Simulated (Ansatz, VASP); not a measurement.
# One calculation of BN, two programs

```
B N
1.0
     0.00000   -1.81300   -1.81300
     0.00000    1.81300   -1.81300
     3.62600    0.00000    0.00000
B N
2 2
Direct
  0.50000 0.50000 0.49586
  0.00000 0.00000 0.00414
  0.00000 0.50000 0.25000
  0.50000 0.00000 0.75000
```

Change from the starting cell: mode 12 (1156.9 1/cm) frozen in, largest displacement +0.015 Å.

Alike in both runs: task single point; functional r2SCAN; k mesh 10 × 10 × 6; occupations gaussian, width 0.05 eV; no spin polarisation.

```csv
,VASP,Ansatz
version,VASP 6.6.1,Ansatz 0.2.0
potentials or method,"VASP PAW PBE potentials, release 64 (B, N), cutoff 520 eV","scalar-relativistic, plane waves, PAW"
valence electrons in the cell,16,16
```

```csv
,VASP,Ansatz,Ansatz less VASP
gap on the k mesh at the Fermi level (eV),4.70,4.72,+0.020
least direct gap on the mesh (eV),4.95,4.97,+0.020
pressure (GPa),-4.0,-5.1,-1.06
"traceless stress, the component that is largest in VASP (GPa)",-0.13,-0.13,+0.001
rms of the force components (eV/Å),0.326,0.326,-0.0008
```

VASP's potentials were made for PBE, not for r2SCAN. Atom by atom the forces differ by 0.001 eV/Å (rms over components).
